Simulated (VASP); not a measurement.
# PbS in VASP: a series of runs

Runs on PbS. Level: PBE. Tasks: single point.

All numbers are computed with VASP 6.6.1; they aren't measurements. Logs are shortened: lines on timing, memory, paths and dates and some standing lists are left out, and cuts for length are marked.

### Step 1. The cell of the first run

Symmetry: Cmcm, No. 63, orthorhombic system. Conventional cell: a = 4.160 Å, b = 11.983 Å, c = 4.279 Å, α = 90.00°, β = 90.00°, γ = 90.00°. Pb (site symmetry m2m) has 5 S at 2.69 to 2.99 Å within 3.5 Å. Within 3.5 Å of S (site symmetry m2m) lie 5 Pb at 2.69 to 2.99 Å.

### Step 2. Single point, PBE

INCAR reads:

```
  ALGO = Normal
  EDIFF = 1E-6
  ENCUT = 520
  GGA = PE
  ISIF = 2
  ISMEAR = -1
  LASPH = T
  LCHARG = F
  LREAL = F
  LWAVE = F
  NBANDS = 28
  NELM = 100
  PREC = Accurate
  SIGMA = 0.05
```

KPOINTS reads:

```
k-points
0
Gamma
  7 7 6
```

POSCAR reads:

```
PbS
1.0
    2.0799526950     -5.9912968650      0.0000000000
    2.0799526950      5.9912968650      0.0000000000
    0.0000000000      0.0000000000      4.2793209400
Pb S
2 2
Direct
    0.1305633500      0.8694366500      0.2500000000
    0.8694366500      0.1305633500      0.7500000000
    0.3547970900      0.6452029100      0.2500000000
    0.6452029100      0.3547970900      0.7500000000
```

Potentials or basis: VASP PAW PBE potentials, release 64 (Pb_d, S).

The run is started by

```console
$ cat potpaw_PBE.64/Pb_d/POTCAR potpaw_PBE.64/S/POTCAR > POTCAR
$ mpirun -np 1 vasp_std > vasp.out
```

OUTCAR:

```text
EDIFF = 1E-6
   ENCUT = 520
   GGA = PE
   ISIF = 2
   ISMEAR = -1
   LASPH = T
   LREAL = F
   NELM = 100
   PREC = Accurate

 ion  position               nearest neighbor table
   1  0.131  0.869  0.250-   3 2.69   4 2.99   4 2.99   4 2.99   4 2.99   2 3.79   2 3.79   2 4.13
                             2 4.13   2 4.13   2 4.13
   2  0.869  0.131  0.750-   4 2.69   3 2.99   3 2.99   3 2.99   3 2.99   1 3.79   1 3.79   1 4.13
                             1 4.13   1 4.13   1 4.13
   3  0.355  0.645  0.250-   1 2.69   2 2.99   2 2.99   2 2.99   2 2.99
   4  0.645  0.355  0.750-   2 2.69   1 2.99   1 2.99   1 2.99   1 2.99

  LATTYP: Found a base centered orthorhombic cell.
 ALAT       =     4.1599053900
 B/A-ratio  =     2.8804966956
 C/A-ratio  =     1.0287063139

  Lattice vectors:

 A1 = (   2.0799526950,  -5.9912968650,   0.0000000000)
 A2 = (   2.0799526950,   5.9912968650,   0.0000000000)
 A3 = (   0.0000000000,   0.0000000000,   4.2793209400)

Analysis of symmetry for initial positions (statically):
=====================================================================
 Subroutine PRICEL returns:
 Original cell was already a primitive cell.

 Routine SETGRP: Setting up the symmetry group for a
 base centered orthorhombic supercell.

 Subroutine GETGRP returns: Found  8 space group operations
 (whereof  4 operations were pure point group operations)
 out of a pool of  8 trial point group operations.

The static configuration has the point symmetry C_2h.
 The point group associated with its full space group is D_2h.

Analysis of symmetry for dynamics (positions and initial velocities):
=====================================================================
 Subroutine PRICEL returns:
 Original cell was already a primitive cell.

 Routine SETGRP: Setting up the symmetry group for a
 base centered orthorhombic supercell.

 Subroutine GETGRP returns: Found  8 space group operations
 (whereof  4 operations were pure point group operations)
 out of a pool of  8 trial point group operations.

The dynamic configuration has the point symmetry C_2h.
 The point group associated with its full space group is D_2h.

 Subroutine INISYM returns: Found  8 space group operations
 (whereof  4 operations are pure point group operations),
 and found     1 'primitive' translations

----------------------------------------------------------------------------------------

                                     Primitive cell

  volume of cell :     106.6545

  direct lattice vectors                    reciprocal lattice vectors
     2.079952695 -5.991296865  0.000000000     0.240390083 -0.083454386  0.000000000
     2.079952695  5.991296865  0.000000000     0.240390083  0.083454386  0.000000000
     0.000000000  0.000000000  4.279320940     0.000000000  0.000000000  0.233681936

  length of vectors
     6.342069168  6.342069168  4.279320940     0.254464195  0.254464195  0.233681936

  position of ions in fractional coordinates (direct lattice)
     0.130563350  0.869436650  0.250000000
     0.869436650  0.130563350  0.750000000
     0.354797090  0.645202910  0.250000000
     0.645202910  0.354797090  0.750000000

  ion indices of the primitive-cell ions
   primitive index   ion index
                 1           1
                 2           2
                 3           3
                 4           4

----------------------------------------------------------------------------------------

 KPOINTS: k-points

Automatic generation of k-mesh.
 Grid dimensions read from file:
 generate k-points for:    7    7    6

 Generating k-lattice:

  Cartesian coordinates                     Fractional coordinates (reciprocal lattice)
     0.034341440 -0.011922055  0.000000000     0.142857143  0.000000000  0.000000000
     0.034341440  0.011922055  0.000000000     0.000000000  0.142857143  0.000000000
     0.000000000  0.000000000  0.038946989     0.000000000  0.000000000  0.166666667

  Length of vectors
     0.036352028  0.036352028  0.038946989

  Shift w.r.t. Gamma in fractional coordinates (k-lattice)
     0.000000000  0.000000000  0.000000000

 Subroutine IBZKPT returns following result:
 ===========================================

 Found     64 irreducible k-points:

 Following reciprocal coordinates:
            Coordinates               Weight
  0.000000  0.000000  0.000000      1.000000
  0.142857 -0.000000  0.000000      4.000000
  0.285714 -0.000000  0.000000      4.000000
  0.428571 -0.000000  0.000000      4.000000
  0.142857  0.142857  0.000000      2.000000
  0.285714  0.142857  0.000000      4.000000
[... 16 lines left out ...]
  0.428571  0.142857  0.166667      8.000000
 -0.428571  0.142857  0.166667      8.000000
 [... further k-points ...]
   k-points           NKPTS =     64   k-points in BZ     NKDIM =     64   number of bands    NBANDS=     28
   number of dos      NEDOS =    301   number of ions     NIONS =      4
   total plane-waves  NPLWV =  73728
   dimension x,y,z NGX =    48 NGY =   48 NGZ =   32
   dimension x,y,z NGXF=    96 NGYF=   96 NGZF=   64
   ions per type =               2   2
   NGX,Y,Z   is equivalent  to a cutoff of  12.58, 12.58, 12.43 a.u.
   NGXF,Y,Z  is equivalent  to a cutoff of  25.16, 25.16, 24.86 a.u.
 SYSTEM =  unknown system
   PREC   = accura    normal or accurate (medium, high low for compatibility)
   ISTART =      0    job   : 0-new  1-cont  2-samecut
   ICHARG =      2    charge: 1-file 2-atom 10-const
   ISPIN  =      1    spin polarized calculation?
   LNONCOLLINEAR =      F non collinear calculations
   LSORBIT =      F    spin-orbit coupling
   LASPH  =      T    aspherical Exc in radial PAW
   ENCUT  =  520.0 eV  38.22 Ry    6.18 a.u.  11.79 11.79  7.96*2*pi/ulx,y,z
   NELM   =    100;   NELMIN=  2; NELMDL= -5     # of ELM steps
   EDIFF  = 0.1E-05   stopping-criterion for ELM
   LREAL  =      F    real-space projection
   EDIFFG = 0.1E-04   stopping-criterion for IOM
   NSW    =      0    number of steps for IOM
   IBRION =     -1    ionic relax: 0-MD 1-quasi-New 2-CG
   NFREE  =      0    steps in history (QN), initial steepest desc. (CG)
   ISIF   =      2    stress and relaxation
   ISYM   =      2    0-nonsym 1-usesym 2-fastsym
   POTIM  = 0.5000    time-step for ionic-motion
   TEBEG  =    0.0;   TEEND  =   0.0 temperature during run
   PSTRESS=    0.0 pullay stress
   NELECT =      40.0000    total number of electrons
   NUPDOWN=      -1.0000    fix difference up-down
   EMIN   =  10.00;   EMAX   =-10.00  energy-range for DOS
   EFERMI =   0.00;   METHOD = LEGACY
   ISMEAR =    -1;   SIGMA  =   0.05  broadening in eV -4-tet -1-fermi 0-gaus
   EFERMI_NEDOS =   21; number of points for ismear=-14 and -15
   IALGO  =     38    algorithm
   IMIX   =      4    mixing-type and parameters
     AMIX     =   0.40;   BMIX     =  1.00
     AMIX_MAG =   1.60;   BMIX_MAG =  1.00
  volume/ion in A,a.u.               =      26.66       179.94
  Fermi-wavevector in a.u.,A,eV,Ry     =   1.180597  2.231005 18.963935  1.393810
  Thomas-Fermi vector in A             =   2.316887
   LORBIT       =      0    0 simple, 1 ext, 2 COOP (PROOUT), +10 PAW based schemes
   GGA     = PE    functional components
   LHFCALC =     F    Hartree Fock is set to
   AEXX    =    0.0000 exact exchange contribution
   IVDW    =     0    specifies the selected vdW correction
   LEPSILON=     F    determine dielectric tensor
   LRPA    =     F    only Hartree local field effects (RPA)
 non-spin polarized calculation
  energy-cutoff  :      520.00
  volume of cell :      106.65
 maximum number of plane-waves:      2892
   NGX = 23   NGY = 23   NGZ = 15

 number of electron      40.0000007 magnetization

 Free energy of the ion-electron system (eV)
  ---------------------------------------------------
  ext. energy  EPLUGINS =         0.00000000
  ---------------------------------------------------
  free energy    TOTEN  =       -17.37659987 eV

  energy without entropy =      -17.37659970  energy(sigma->0) =      -17.37659978

 E-fermi :   5.5198     XC(G=0):  -9.5797

 val. band max:        4.8587328814   @ k =  -0.4286   0.4286   0.3333
 cond. band min:       6.1137653820   @ k =   0.4286   0.4286   0.0000
 fundamental gap:      1.2550325006
 Fermi energy:         5.5197737545

 k-point     1 :       0.0000    0.0000    0.0000
  band No.  band energies     occupation
      1     -11.4647      2.00000
      2     -11.3695      2.00000
      3     -11.3620      2.00000
      4     -11.3575      2.00000
      5     -11.3225      2.00000
      6     -11.3192      2.00000
[... 20 lines left out ...]
     27      11.0271      0.00000
     28      11.9129      0.00000

 k-point     2 :       0.1429   -0.0000    0.0000
  band No.  band energies     occupation
      1     -11.4528      2.00000
      2     -11.3641      2.00000
      3     -11.3560      2.00000
      4     -11.3509      2.00000
      5     -11.3255      2.00000
      6     -11.3248      2.00000
[... 20 lines left out ...]
     27      11.2526      0.00000
     28      12.3011      0.00000

 k-point     3 :       0.2857   -0.0000    0.0000
  band No.  band energies     occupation
      1     -11.4238      2.00000
      2     -11.3553      2.00000
      3     -11.3551      2.00000
      4     -11.3400      2.00000
      5     -11.3316      2.00000
      6     -11.3293      2.00000
[... 20 lines left out ...]
     27      12.3015      0.00000
     28      12.9645      0.00000

 k-point     4 :       0.4286   -0.0000    0.0000
  band No.  band energies     occupation
      1     -11.3918      2.00000
      2     -11.3643      2.00000
      3     -11.3572      2.00000
      4     -11.3523      2.00000
      5     -11.3304      2.00000
      6     -11.3268      2.00000
[... 578 lines left out ...]
     27      11.8124      0.00000
     28      13.0028      0.00000

 k-point    23 :       0.4286    0.1429    0.1667
  band No.  band energies     occupation
      1     -11.4066      2.00000
      2     -11.3904      2.00000
      3     -11.3599      2.00000
      4     -11.3382      2.00000
      5     -11.3285      2.00000
      6     -11.3212      2.00000
[... 20 lines left out ...]
     27      12.1796      0.00000
     28      12.9890      0.00000

 k-point    24 :      -0.4286    0.1429    0.1667
  band No.  band energies     occupation
      1     -11.4228      2.00000
      2     -11.3696      2.00000
      3     -11.3555      2.00000
      4     -11.3397      2.00000
      5     -11.3308      2.00000
      6     -11.3234      2.00000
[... 20 lines left out ...]
     27      12.4033      0.00000
     28      13.1781      0.00000

 [... further k-points ...]

------------------------ aborting loop because EDIFF is reached ----------------------------------------

  FORCE on cell =-STRESS in cart. coord.  units (eV):
  Direction    XX          YY          ZZ          XY          YZ          ZX
  --------------------------------------------------------------------------------------
  -------------------------------------------------------------------------------------
  Total        0.5978918      0.8508661      0.5504320      0.0000000     -0.0000000      0.0000000
  in kB        8.9816073     12.7818188      8.2686591      0.0000000     -0.0000000      0.0000000
  external PRESSURE =      10.0106951 kB  Pullay stress =       0.0000000 kB

 VOLUME and BASIS-vectors are now :
 -----------------------------------------------------------------------------
  energy-cutoff  :      520.00
  volume of cell :      106.65
      direct lattice vectors                 reciprocal lattice vectors
     2.079952695 -5.991296865  0.000000000     0.240390083 -0.083454386  0.000000000
     2.079952695  5.991296865  0.000000000     0.240390083  0.083454386  0.000000000
     0.000000000  0.000000000  4.279320940     0.000000000  0.000000000  0.233681936

 POSITION                                       TOTAL-FORCE (eV/Angst)
 -----------------------------------------------------------------------------------
      2.07995      4.42681      1.06983         0.000000      0.069979     -0.000000
      2.07995     -4.42681      3.20949         0.000000     -0.069979     -0.000000
      2.07995      1.73991      1.06983         0.000000     -0.102724      0.000000
      2.07995     -1.73991      3.20949         0.000000      0.102724      0.000000
 -----------------------------------------------------------------------------------
    total drift:                               -0.000000     -0.000000      0.000000

  FREE ENERGIE OF THE ION-ELECTRON SYSTEM (eV)
  ---------------------------------------------------
  free  energy   TOTEN  =       -17.3765998652 eV

  energy  without entropy=      -17.3765997031  energy(sigma->0) =      -17.37659978
```

Wall time 88 s (1 thread of Intel Xeon 6975P-C (Granite Rapids), shared host); peak memory 0.34 GiB.

Results:

* Free energy: -17.3766 eV
* Pressure: 1.0 GPa
* Largest force: 0.103 eV/Å
* Band gap on the k mesh: 1.26 eV (least direct gap 1.43 eV)

Forces in eV/Å, atoms in the order of the input:
```
Pb   0.000  0.070  0.000
Pb   0.000 -0.070  0.000
S    0.000 -0.103  0.000
S    0.000  0.103  0.000
```

Caveat: spin-orbit coupling is left out, which moves the levels of the heavy elements; an odd mesh through Γ misses points on the zone boundary, where band edges can lie.

### Step 3. Single point, PBE

This run uses another cell than the first one, of 27.20 Å³/atom.

INCAR reads:

```
SYSTEM = PbS
PREC = Accurate ; ENCUT = 520
EDIFF = 1E-6 ; ISMEAR = -1
SIGMA = 0.05 ; LREAL = .False.
LASPH = .True. ; NELM = 80
ALGO = Normal ; ISIF = 2
LWAVE = .False. ; LCHARG = .True.
GGA = PE ; LELF = .True.
LVHAR = .True. ; NBANDS = 28
```

KPOINTS reads:

```
Automatic mesh
0
Gamma
  7 7 6
  0 0 0
```

POSCAR reads:

```
PbS
1.0
    2.0937276176     -6.0309754840      0.0000000000
    2.0937276176      6.0309754840      0.0000000000
    0.0000000000      0.0000000000      4.3076616397
Pb S
2 2
Direct
    0.1305633500      0.8694366500      0.2500000000
    0.8694366500      0.1305633500      0.7500000000
    0.3547970900      0.6452029100      0.2500000000
    0.6452029100      0.3547970900      0.7500000000
```

Potentials or basis: VASP PAW PBE potentials, release 64 (Pb_d, S).

The run is started by

```console
$ cat potpaw_PBE.64/Pb_d/POTCAR potpaw_PBE.64/S/POTCAR > POTCAR
$ mpirun -np 1 vasp_std > vasp.out
```

Wall time 82 s (1 thread of Intel Xeon 6975P-C (Granite Rapids), shared host); peak memory 0.34 GiB.

The run converged. Its results:

* Free energy: -17.3837 eV
* Pressure: 0.0 GPa
* Largest force: 0.049 eV/Å
* Band gap on the k mesh: 1.29 eV (least direct gap 1.43 eV)

Forces in eV/Å, atoms in the order of the input:
```
Pb   0.000 -0.049  0.000
Pb   0.000  0.049  0.000
S    0.000 -0.029  0.000
S    0.000  0.029  0.000
```

Stress tensor (GPa, compression positive):
```
-0.16  0.00  0.00
 0.00  0.25  0.00
 0.00  0.00 -0.22
```

Levels at points of the mesh, in eV from the valence-band top:
```
           k point  band 18  band 19  band 20  band 21  band 22  band 23
(0.00, 0.00, 0.00)    -1.49    -1.32    -0.38     4.69     4.86     4.92
(0.00, 0.00, 0.50)    -0.97    -0.04    -0.04     1.92     1.92     2.89
```

Caveat: spin-orbit coupling is left out, which moves the levels of the heavy elements; an odd mesh through Γ misses points on the zone boundary, where band edges can lie.

### Step 4. Single point, PBE (atoms moved at random)

INCAR, as its differences from that of step 3:

```diff
@@ -4,3 +4,3 @@
 SIGMA = 0.05 ; LREAL = .False.
-LASPH = .True. ; NELM = 80
+LASPH = .True. ; NELM = 60
 ALGO = Normal ; ISIF = 2
```

KPOINTS is that of step 3.

POSCAR reads:

```
PbS
1.0
    2.0799526950     -5.9912968650      0.0000000000
    2.0799526950      5.9912968650      0.0000000000
    0.0000000000      0.0000000000      4.2793209400
Pb S
2 2
Direct
    0.1349370000      0.8803180000      0.2486010000
    0.8617060000      0.1236320000      0.7528250000
    0.3644890000      0.6648390000      0.2471520000
    0.6382040000      0.3480560000      0.7521770000
```

The run is started by

```console
$ cat potpaw_PBE.64/Pb_d/POTCAR potpaw_PBE.64/S/POTCAR > POTCAR
$ mpirun -np 1 vasp_std > vasp.out
```

Run time: 3.4 min. Hardware: 1 thread of Intel Xeon 6975P-C (Granite Rapids), shared host; peak memory 0.5 GiB.

It converged, with:

* Free energy: -17.3623 eV
* Pressure: 1.1 GPa
* Largest force: 0.275 eV/Å
* Band gap on the k mesh: 1.23 eV (least direct gap 1.47 eV)

Forces on the atoms (eV/Å):
```
Pb  -0.034  0.109  0.016
Pb   0.047 -0.031 -0.019
S   -0.141 -0.233  0.035
S    0.127  0.155 -0.032
```

Stress tensor (GPa, compression positive):
```
 0.93  0.11 -0.07
 0.11  1.67 -0.08
-0.07 -0.08  0.79
```

Levels at points of the mesh, in eV from the valence-band top:
| k point | band 18 | band 19 | band 20 | band 21 | band 22 | band 23 |
| --- | --- | --- | --- | --- | --- | --- |
| (0.00, 0.00, 0.00) | -1.52 | -1.37 | -0.38 | 4.53 | 4.77 | 5.15 |
| (0.00, 0.00, 0.50) | -1.03 | -0.10 | -0.06 | 1.94 | 1.96 | 2.89 |

Caveat: the cell differs from its parent crystal (atoms moved at random); spin-orbit coupling is left out, which moves the levels of the heavy elements; an odd mesh through Γ misses points on the zone boundary, where band edges can lie.

### Step 5. Single point, PBE

INCAR reads:

```
SYSTEM = PbS
PREC = Accurate
ENCUT = 520
EDIFF = 1E-6
ISMEAR = 0
SIGMA = 0.013000000000000001
LREAL = .False.
LASPH = .True.
NELM = 60
ALGO = Normal
ISIF = 2
LWAVE = .False.
LCHARG = .True.
GGA = PE
LELF = .True.
LVHAR = .True.
NBANDS = 28
```

KPOINTS is that of step 4.

POSCAR reads:

```
PbS
1.0
    2.0799526950     -5.9912968650      0.0000000000
    2.0799526950      5.9912968650      0.0000000000
    0.0000000000      0.0000000000      4.2793209400
Pb S
2 2
Direct
    0.1305633500      0.8694366500      0.2500000000
    0.8694366500      0.1305633500      0.7500000000
    0.3547970900      0.6452029100      0.2500000000
    0.6452029100      0.3547970900      0.7500000000
```

The run is started by

```console
$ cat potpaw_PBE.64/Pb_d/POTCAR potpaw_PBE.64/S/POTCAR > POTCAR
$ mpirun -np 1 vasp_std > vasp.out
```

Run time: 2.1 min. Hardware: 1 thread of Intel Xeon Platinum 8488C (Sapphire Rapids), shared host; peak memory 0.35 GiB.

The run converged. Its results:

```
Free energy            : -17.3766 eV
Pressure               : 1.0 GPa
Largest force          : 0.103 eV/Å
Band gap on the k mesh : 1.26 eV (least direct gap 1.43 eV)
```

Forces on the atoms (eV/Å):
```
Pb   0.000  0.070  0.000
Pb   0.000 -0.070  0.000
S    0.000 -0.103  0.000
S    0.000  0.103  0.000
```

Stress tensor (GPa, compression positive):
```
0.90 0.00 0.00
0.00 1.28 0.00
0.00 0.00 0.83
```

Levels at points of the mesh, in eV from the valence-band top:
```csv
k point,band 17,band 18,band 19,band 20,band 21,band 22,band 23,band 24
"(0.00, 0.00, 0.00)",-2.30,-1.58,-1.40,-0.42,4.73,4.80,4.95,5.65
"(0.00, 0.00, 0.50)",-1.04,-1.04,-0.04,-0.04,1.89,1.89,2.87,2.87
```

Caveat: spin-orbit coupling is left out, which moves the levels of the heavy elements; an odd mesh through Γ misses points on the zone boundary, where band edges can lie.

### Step 6. The runs side by side

| cell | smearing | gap on the mesh (eV) | pressure (GPa) | largest force (eV/Å) |
| --- | --- | --- | --- | --- |
| a = 6.342, b = 6.342, c = 4.279 Å, angles 90.0, 90.0, 141.7°, 4 atoms, atomic positions A | fermi-dirac 0.05 eV | 1.26 | 1.0 | 0.10 |
| a = 6.384, b = 6.384, c = 4.308 Å, angles 90.0, 90.0, 141.7°, 4 atoms, atomic positions A | fermi-dirac 0.05 eV | 1.29 | 0.0 | 0.05 |
| a = 6.342, b = 6.342, c = 4.279 Å, angles 90.0, 90.0, 141.7°, 4 atoms, atomic positions B | fermi-dirac 0.05 eV | 1.23 | 1.1 | 0.27 |
| a = 6.342, b = 6.342, c = 4.279 Å, angles 90.0, 90.0, 141.7°, 4 atoms, atomic positions A | gaussian 0.013 eV | 1.26 | 1.0 | 0.10 |

Alike in all rows: task single point; level PBE; potentials or basis VASP PAW PBE potentials, release 64 (Pb_d, S); no spin polarisation; k mesh 7 × 7 × 6; cutoff (eV) 520.

Caveats: spin-orbit coupling is left out, which moves the levels of the heavy elements; an odd mesh through Γ misses points on the zone boundary, where band edges can lie.

Absolute energies hang on the potentials; compare differences alone.
